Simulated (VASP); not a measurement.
# NaCl (Fm-3m) in VASP: a series of runs

NaCl is run at these levels: PBE, LDA; tasks: single point.

Everything below comes from runs of VASP 6.6.1. Logs are shortened: lines on timing, memory, paths and dates and some standing lists are left out, and cuts for length are marked.

## 1. The cell of the first run

The structure is cubic, space group Fm-3m (No. 225). The conventional cell has a = 5.605 Å, b = 5.605 Å, c = 5.605 Å, α = 90.00°, β = 90.00°, γ = 90.00°. Within 3.7 Å of Na (site symmetry m-3m) lie 6 Cl at 2.80 Å. Cl (site symmetry m-3m) has 6 Na at 2.80 Å within 3.7 Å.

## 2. Single point, PBE

Input file INCAR:

```
ALGO     = Normal         # electronic algorithm
EDIFF    = 1E-6           # SCF threshold, eV
ENCUT    = 520            # plane-wave cutoff, eV
GGA      = PE             # functional
ISIF     = 2              # what is computed and relaxed
ISMEAR   = 0              # smearing method
LASPH    = T              # aspherical terms in the spheres
LCHARG   = F              # write CHGCAR
LREAL    = F              # projectors in reciprocal space
LWAVE    = F              # write WAVECAR
NBANDS   = 14             # bands
NELM     = 80             # most SCF steps
PREC     = Accurate       # precision mode
SIGMA    = 0.01           # smearing width, eV
```

Input file KPOINTS:

```
k-points
0
Gamma
  4 4 4
```

Input file POSCAR:

```
NaCl
1.0
    0.0000000000      2.8026987877      2.8026987877
    2.8026987877      0.0000000000      2.8026987877
    2.8026987877      2.8026987877      0.0000000000
Na Cl
1 1
Direct
    0.0000000000      0.0000000000      0.0000000000
    0.5000000000      0.5000000000      0.5000000000
```

Potentials or basis: VASP PAW PBE potentials, release 64 (Na_pv, Cl).

Run with:

```bash
$ cat potpaw_PBE.64/Na_pv/POTCAR potpaw_PBE.64/Cl/POTCAR > POTCAR
$ mpirun -np 1 vasp_std > vasp.out
```

OUTCAR:

```text
EDIFF = 1E-6
   ENCUT = 520
   GGA = PE
   ISIF = 2
   ISMEAR = 0
   LASPH = T
   LREAL = F
   NELM = 80
   PREC = Accurate

 ion  position               nearest neighbor table
   1  0.000  0.000  0.000-
   2  0.500  0.500  0.500-

  LATTYP: Found a face centered cubic cell.
 ALAT       =     5.6053975754

  Lattice vectors:

 A1 = (   0.0000000000,   2.8026987877,   2.8026987877)
 A2 = (   2.8026987877,   0.0000000000,   2.8026987877)
 A3 = (   2.8026987877,   2.8026987877,   0.0000000000)

Analysis of symmetry for initial positions (statically):
=====================================================================
 Subroutine PRICEL returns:
 Original cell was already a primitive cell.

 Routine SETGRP: Setting up the symmetry group for a
 face centered cubic supercell.

 Subroutine GETGRP returns: Found 48 space group operations
 (whereof 48 operations were pure point group operations)
 out of a pool of 48 trial point group operations.

The static configuration has the point symmetry O_h .

Analysis of symmetry for dynamics (positions and initial velocities):
=====================================================================
 Subroutine PRICEL returns:
 Original cell was already a primitive cell.

 Routine SETGRP: Setting up the symmetry group for a
 face centered cubic supercell.

 Subroutine GETGRP returns: Found 48 space group operations
 (whereof 48 operations were pure point group operations)
 out of a pool of 48 trial point group operations.

The dynamic configuration has the point symmetry O_h .

 Subroutine INISYM returns: Found 48 space group operations
 (whereof 48 operations are pure point group operations),
 and found     1 'primitive' translations

----------------------------------------------------------------------------------------

                                     Primitive cell

  volume of cell :      44.0311

  direct lattice vectors                    reciprocal lattice vectors
     0.000000000  2.802698788  2.802698788    -0.178399478  0.178399478  0.178399478
     2.802698788  0.000000000  2.802698788     0.178399478 -0.178399478  0.178399478
     2.802698788  2.802698788  0.000000000     0.178399478  0.178399478 -0.178399478

  length of vectors
     3.963614637  3.963614637  3.963614637     0.308996959  0.308996959  0.308996959

  position of ions in fractional coordinates (direct lattice)
     0.000000000  0.000000000  0.000000000
     0.500000000  0.500000000  0.500000000

  ion indices of the primitive-cell ions
   primitive index   ion index
                 1           1
                 2           2

----------------------------------------------------------------------------------------

 KPOINTS: k-points

Automatic generation of k-mesh.
 Grid dimensions read from file:
 generate k-points for:    4    4    4

 Generating k-lattice:

  Cartesian coordinates                     Fractional coordinates (reciprocal lattice)
    -0.044599869  0.044599869  0.044599869     0.250000000  0.000000000  0.000000000
     0.044599869 -0.044599869  0.044599869     0.000000000  0.250000000  0.000000000
     0.044599869  0.044599869 -0.044599869     0.000000000  0.000000000  0.250000000

  Length of vectors
     0.077249240  0.077249240  0.077249240

  Shift w.r.t. Gamma in fractional coordinates (k-lattice)
     0.000000000  0.000000000  0.000000000

 Subroutine IBZKPT returns following result:
 ===========================================

 Found      8 irreducible k-points:

 Following reciprocal coordinates:
            Coordinates               Weight
  0.000000  0.000000  0.000000      1.000000
  0.250000  0.000000  0.000000      8.000000
  0.500000  0.000000  0.000000      4.000000
  0.250000  0.250000  0.000000      6.000000
  0.500000  0.250000  0.000000     24.000000
 -0.250000  0.250000  0.000000     12.000000
  0.500000  0.500000  0.000000      3.000000
 -0.250000  0.500000  0.250000      6.000000
   k-points           NKPTS =      8   k-points in BZ     NKDIM =      8   number of bands    NBANDS=     14
   number of dos      NEDOS =    301   number of ions     NIONS =      2
   total plane-waves  NPLWV =  27000
   dimension x,y,z NGX =    30 NGY =   30 NGZ =   30
   dimension x,y,z NGXF=    60 NGYF=   60 NGZF=   60
   ions per type =               1   1
   NGX,Y,Z   is equivalent  to a cutoff of  12.58, 12.58, 12.58 a.u.
   NGXF,Y,Z  is equivalent  to a cutoff of  25.17, 25.17, 25.17 a.u.
 SYSTEM =  unknown system
   PREC   = accura    normal or accurate (medium, high low for compatibility)
   ISTART =      0    job   : 0-new  1-cont  2-samecut
   ICHARG =      2    charge: 1-file 2-atom 10-const
   ISPIN  =      1    spin polarized calculation?
   LNONCOLLINEAR =      F non collinear calculations
   LSORBIT =      F    spin-orbit coupling
   LASPH  =      T    aspherical Exc in radial PAW
   ENCUT  =  520.0 eV  38.22 Ry    6.18 a.u.   7.37  7.37  7.37*2*pi/ulx,y,z
   NELM   =     80;   NELMIN=  2; NELMDL= -5     # of ELM steps
   EDIFF  = 0.1E-05   stopping-criterion for ELM
   LREAL  =      F    real-space projection
   EDIFFG = 0.1E-04   stopping-criterion for IOM
   NSW    =      0    number of steps for IOM
   IBRION =     -1    ionic relax: 0-MD 1-quasi-New 2-CG
   NFREE  =      0    steps in history (QN), initial steepest desc. (CG)
   ISIF   =      2    stress and relaxation
   ISYM   =      2    0-nonsym 1-usesym 2-fastsym
   POTIM  = 0.5000    time-step for ionic-motion
   TEBEG  =    0.0;   TEEND  =   0.0 temperature during run
   PSTRESS=    0.0 pullay stress
   NELECT =      14.0000    total number of electrons
   NUPDOWN=      -1.0000    fix difference up-down
   EMIN   =  10.00;   EMAX   =-10.00  energy-range for DOS
   EFERMI =   0.00;   METHOD = LEGACY
   ISMEAR =     0;   SIGMA  =   0.01  broadening in eV -4-tet -1-fermi 0-gaus
   EFERMI_NEDOS =   21; number of points for ismear=-14 and -15
   IALGO  =     38    algorithm
   IMIX   =      4    mixing-type and parameters
     AMIX     =   0.40;   BMIX     =  1.00
     AMIX_MAG =   1.60;   BMIX_MAG =  1.00
  volume/ion in A,a.u.               =      22.02       148.57
  Fermi-wavevector in a.u.,A,eV,Ry     =   1.117372  2.111527 16.987146  1.248520
  Thomas-Fermi vector in A             =   2.253994
   LORBIT       =      0    0 simple, 1 ext, 2 COOP (PROOUT), +10 PAW based schemes
   GGA     = PE    functional components
   LHFCALC =     F    Hartree Fock is set to
   AEXX    =    0.0000 exact exchange contribution
   IVDW    =     0    specifies the selected vdW correction
   LEPSILON=     F    determine dielectric tensor
   LRPA    =     F    only Hartree local field effects (RPA)
 non-spin polarized calculation
 Gauss-broadening in eV      SIGMA  =   0.01
  energy-cutoff  :      520.00
  volume of cell :       44.03
 maximum number of plane-waves:      1243
 NGX is ok and might be reduce to    30
   NGX = 15   NGY = 15   NGZ = 15

 number of electron      14.0000003 magnetization

 Free energy of the ion-electron system (eV)
  ---------------------------------------------------
  ext. energy  EPLUGINS =         0.00000000
  ---------------------------------------------------
  free energy    TOTEN  =        -6.76757439 eV

  energy without entropy =       -6.76757439  energy(sigma->0) =       -6.76757439

 E-fermi :  -0.5548     XC(G=0):  -8.2446

 val. band max:       -0.6213275822   @ k =   0.0000   0.0000   0.0000
 cond. band min:       4.5568865373   @ k =   0.0000   0.0000   0.0000
 fundamental gap:      5.1782141196
 Fermi energy:        -0.5548225264

 k-point     1 :       0.0000    0.0000    0.0000
  band No.  band energies     occupation
      1     -21.4082      2.00000
      2     -21.4082      2.00000
      3     -21.4082      2.00000
      4     -13.3220      2.00000
      5      -0.6213      2.00000
      6      -0.6213      2.00000
      7      -0.6213      2.00000
      8       4.5569      0.00000
      9      10.5166      0.00000
     10      10.5166      0.00000
     11      10.5166      0.00000
     12      12.7014      0.00000
     13      12.7014      0.00000
     14      14.3389      0.00000

 k-point     2 :       0.2500    0.0000    0.0000
  band No.  band energies     occupation
      1     -21.4243      2.00000
      2     -21.4094      2.00000
      3     -21.4094      2.00000
      4     -13.1492      2.00000
      5      -1.7487      2.00000
      6      -0.7624      2.00000
      7      -0.7624      2.00000
      8       6.0378      0.00000
      9       9.4377      0.00000
     10      10.8136      0.00000
     11      10.8136      0.00000
     12      12.6685      0.00000
     13      12.6685      0.00000
     14      15.1418      0.00000

 k-point     3 :       0.5000    0.0000    0.0000
  band No.  band energies     occupation
      1     -21.4400      2.00000
      2     -21.4105      2.00000
      3     -21.4105      2.00000
      4     -12.9658      2.00000
      5      -2.6010      2.00000
      6      -0.8950      2.00000
      7      -0.8950      2.00000
      8       6.6841      0.00000
      9      10.1545      0.00000
     10      10.3953      0.00000
     11      10.3953      0.00000
     12      14.4867      0.00000
     13      15.6243      0.00000
     14      15.6243      0.00000
[... 52 lines left out ...]
 k-point     7 :       0.5000    0.5000    0.0000
  band No.  band energies     occupation
      1     -21.4300      2.00000
      2     -21.4170      2.00000
      3     -21.4170      2.00000
      4     -12.9174      2.00000
      5      -2.3282      2.00000
      6      -1.2345      2.00000
      7      -1.2345      2.00000
      8       6.9671      0.00000
      9       7.4412      0.00000
     10      10.8302      0.00000
     11      14.3210      0.00000
     12      14.3210      0.00000
     13      14.7247      0.00000
     14      16.4874      0.00000

 k-point     8 :      -0.2500    0.5000    0.2500
  band No.  band energies     occupation
      1     -21.4234      2.00000
      2     -21.4234      2.00000
      3     -21.4193      2.00000
      4     -12.8989      2.00000
      5      -1.8425      2.00000
      6      -1.8425      2.00000
      7      -1.3980      2.00000
      8       8.2812      0.00000
      9       9.1308      0.00000
     10       9.1308      0.00000
     11      10.8295      0.00000
     12      15.2303      0.00000
     13      15.2303      0.00000
     14      15.7944      0.00000

------------------------ aborting loop because EDIFF is reached ----------------------------------------

  FORCE on cell =-STRESS in cart. coord.  units (eV):
  Direction    XX          YY          ZZ          XY          YZ          ZX
  --------------------------------------------------------------------------------------
  -------------------------------------------------------------------------------------
  Total        0.3481635      0.3481635      0.3481635     -0.0000000      0.0000000     -0.0000000
  in kB       12.6687739     12.6687739     12.6687739     -0.0000000      0.0000000     -0.0000000
  external PRESSURE =      12.6687739 kB  Pullay stress =       0.0000000 kB

 VOLUME and BASIS-vectors are now :
 -----------------------------------------------------------------------------
  energy-cutoff  :      520.00
  volume of cell :       44.03
      direct lattice vectors                 reciprocal lattice vectors
     0.000000000  2.802698788  2.802698788    -0.178399478  0.178399478  0.178399478
     2.802698788  0.000000000  2.802698788     0.178399478 -0.178399478  0.178399478
     2.802698788  2.802698788  0.000000000     0.178399478  0.178399478 -0.178399478

 POSITION                                       TOTAL-FORCE (eV/Angst)
 -----------------------------------------------------------------------------------
      0.00000      0.00000      0.00000        -0.000000     -0.000000     -0.000000
      2.80270      2.80270      2.80270         0.000000      0.000000      0.000000
 -----------------------------------------------------------------------------------
    total drift:                               -0.000000      0.000000      0.000000

  FREE ENERGIE OF THE ION-ELECTRON SYSTEM (eV)
  ---------------------------------------------------
  free  energy   TOTEN  =        -6.7675743880 eV

  energy  without entropy=       -6.7675743880  energy(sigma->0) =       -6.76757439
```

Run time: 3.2 s. Hardware: 1 thread of Intel Xeon 6975P-C (Granite Rapids), shared host; peak memory 0.15 GiB.

Results:

| Item | Value |
| --- | --- |
| Free energy | -6.7676 eV |
| Pressure | 1.3 GPa |
| Band gap on the k mesh | 5.18 eV, direct |

Caveat: the k points lie up to 0.49 Å⁻¹ apart.

## 3. Single point, PBE

Input file INCAR:

```
SYSTEM = NaCl
  ALGO = Normal
  EDIFF = 1E-6
  ENCUT = 520
  GGA = PE
  ISIF = 2
  ISMEAR = 0
  LASPH = .True.
  LCHARG = .False.
  LREAL = .False.
  LWAVE = .False.
  NBANDS = 14
  NELM = 80
  PREC = Accurate
  SIGMA = 0.01
```

Input file KPOINTS:

```
k-points
0
Gamma
  4 4 4
  0 0 0
```

POSCAR is that of step 2.

Potentials or basis: VASP PAW PBE potentials, release 64 (Na_pv, Cl).

Run with:

```bash
$ cat potpaw_PBE.64/Na_pv/POTCAR potpaw_PBE.64/Cl/POTCAR > POTCAR
$ mpirun -np 1 vasp_std > vasp.out
```

OUTCAR:

```text
SYSTEM = NaCl
   EDIFF = 1E-6
   ENCUT = 520
   GGA = PE
   ISIF = 2
   ISMEAR = 0
   LASPH = .True.
   LREAL = .False.
   NELM = 80
   PREC = Accurate

 ion  position               nearest neighbor table
   1  0.000  0.000  0.000-
   2  0.500  0.500  0.500-

  LATTYP: Found a face centered cubic cell.
 ALAT       =     5.6053975754

  Lattice vectors:

 A1 = (   0.0000000000,   2.8026987877,   2.8026987877)
[... 301 lines left out ...]
     13      15.2303      0.00000
     14      15.7944      0.00000

------------------------ aborting loop because EDIFF is reached ----------------------------------------

  FORCE on cell =-STRESS in cart. coord.  units (eV):
  Direction    XX          YY          ZZ          XY          YZ          ZX
  --------------------------------------------------------------------------------------
  -------------------------------------------------------------------------------------
  Total        0.3481635      0.3481635      0.3481635     -0.0000000      0.0000000     -0.0000000
  in kB       12.6687739     12.6687739     12.6687739     -0.0000000      0.0000000     -0.0000000
  external PRESSURE =      12.6687739 kB  Pullay stress =       0.0000000 kB

 VOLUME and BASIS-vectors are now :
 -----------------------------------------------------------------------------
  energy-cutoff  :      520.00
  volume of cell :       44.03
      direct lattice vectors                 reciprocal lattice vectors
     0.000000000  2.802698788  2.802698788    -0.178399478  0.178399478  0.178399478
     2.802698788  0.000000000  2.802698788     0.178399478 -0.178399478  0.178399478
     2.802698788  2.802698788  0.000000000     0.178399478  0.178399478 -0.178399478

 POSITION                                       TOTAL-FORCE (eV/Angst)
 -----------------------------------------------------------------------------------
      0.00000      0.00000      0.00000        -0.000000     -0.000000     -0.000000
      2.80270      2.80270      2.80270         0.000000      0.000000      0.000000
 -----------------------------------------------------------------------------------
    total drift:                               -0.000000      0.000000      0.000000

  FREE ENERGIE OF THE ION-ELECTRON SYSTEM (eV)
  ---------------------------------------------------
  free  energy   TOTEN  =        -6.7675743880 eV

  energy  without entropy=       -6.7675743880  energy(sigma->0) =       -6.76757439
```

OSZICAR:

```text
N       E                     dE             d eps       ncg     rms          rms(c)
DAV:   1     0.967574434165E+02    0.96757E+02   -0.71831E+03   224   0.103E+03
DAV:   2     0.122193359795E+01   -0.95536E+02   -0.89917E+02   242   0.273E+02
DAV:   3    -0.684018571675E+01   -0.80621E+01   -0.80082E+01   290   0.732E+01
DAV:   4    -0.696061683864E+01   -0.12043E+00   -0.12036E+00   266   0.944E+00
DAV:   5    -0.696304470633E+01   -0.24279E-02   -0.24278E-02   266   0.136E+00    0.216E+00
DAV:   6    -0.677356858050E+01    0.18948E+00   -0.31265E-01   266   0.327E+00    0.161E+00
DAV:   7    -0.676200572565E+01    0.11563E-01   -0.82703E-02   298   0.165E+00    0.110E+00
DAV:   8    -0.676758843999E+01   -0.55827E-02   -0.95425E-03   248   0.854E-01    0.296E-01
DAV:   9    -0.676747045256E+01    0.11799E-03   -0.21614E-04   290   0.114E-01    0.159E-01
DAV:  10    -0.676758483146E+01   -0.11438E-03   -0.30503E-04   254   0.137E-01    0.692E-02
DAV:  11    -0.676757405734E+01    0.10774E-04   -0.20330E-05   284   0.419E-02    0.128E-02
DAV:  12    -0.676757438800E+01   -0.33067E-06   -0.19357E-06   272   0.129E-02
   1 F= -.67675744E+01 E0= -.67675744E+01  d E =-.163558E-22
```

stdout:

```text
POSCAR found type information on POSCAR NaCl
 POSCAR found :  2 types and       2 ions
 scaLAPACK will be used
 LDA part: xc-table for (Slater+PW92), standard interpolation
 POSCAR, INCAR and KPOINTS ok, starting setup
 FFT: planning ... GRIDC
 FFT: planning ... GRID_SOFT
 FFT: planning ... GRID
 WAVECAR not read
 entering main loop
```

Run time: 3.1 s. Hardware: 1 thread of Intel Xeon 6975P-C (Granite Rapids), shared host; peak memory 0.15 GiB.

Results:

```yaml
Free_energy: -6.7676 eV
Pressure: 1.3 GPa
Band_gap_on_the_k_mesh: 5.18 eV, direct
```

Levels at points of the mesh, in eV from the valence-band top:
```
           k point  band 4  band 5  band 6  band 7  band 8  band 9  band 10  band 11
(0.00, 0.00, 0.00)  -12.70    0.00    0.00    0.00    5.18   11.14    11.14    11.14
(0.50, 0.00, 0.00)  -12.34   -1.98   -0.27   -0.27    7.31   10.78    11.02    11.02
(0.50, 0.50, 0.00)  -12.30   -1.71   -0.61   -0.61    7.59    8.06    11.45    14.94
```

Caveat: the k points lie up to 0.49 Å⁻¹ apart.

## 4. Single point, LDA

Input file INCAR:

```
PREC = Accurate
ENCUT = 520
EDIFF = 1E-7
ISMEAR = 0
SIGMA = 0.01
LREAL = False
LASPH = True
NELM = 100
ALGO = Normal
ISIF = 2
LWAVE = False
LCHARG = True
LELF = True
LVHAR = True
NBANDS = 14
```

Input file KPOINTS:

```
Automatic mesh
0
Gamma
  4 4 4
```

POSCAR is that of step 3.

Potentials or basis: VASP PAW LDA potentials, release 64 (Na_pv, Cl).

Run with:

```bash
$ cat potpaw_LDA.64/Na_pv/POTCAR potpaw_LDA.64/Cl/POTCAR > POTCAR
$ mpirun -np 1 vasp_std > vasp.out
```

Wall time 2.8 s (1 thread of Intel Xeon 6975P-C (Granite Rapids), shared host); peak memory 0.13 GiB.

The run converged. Its results:

- Free energy: -7.3652 eV
- Pressure: -2.0 GPa
- Band gap on the k mesh: 4.77 eV, direct

Levels at points of the mesh, in eV from the valence-band top:
```tsv
k point	band 5	band 6	band 7	band 8	band 9	band 10
(0.00, 0.00, 0.00)	0.00	0.00	0.00	4.77	10.86	10.86
(0.50, 0.00, 0.00)	-2.08	-0.29	-0.29	6.92	10.41	10.72
(0.50, 0.50, 0.00)	-1.79	-0.64	-0.64	7.22	7.72	11.06
```

Caveat: the k points lie up to 0.49 Å⁻¹ apart.
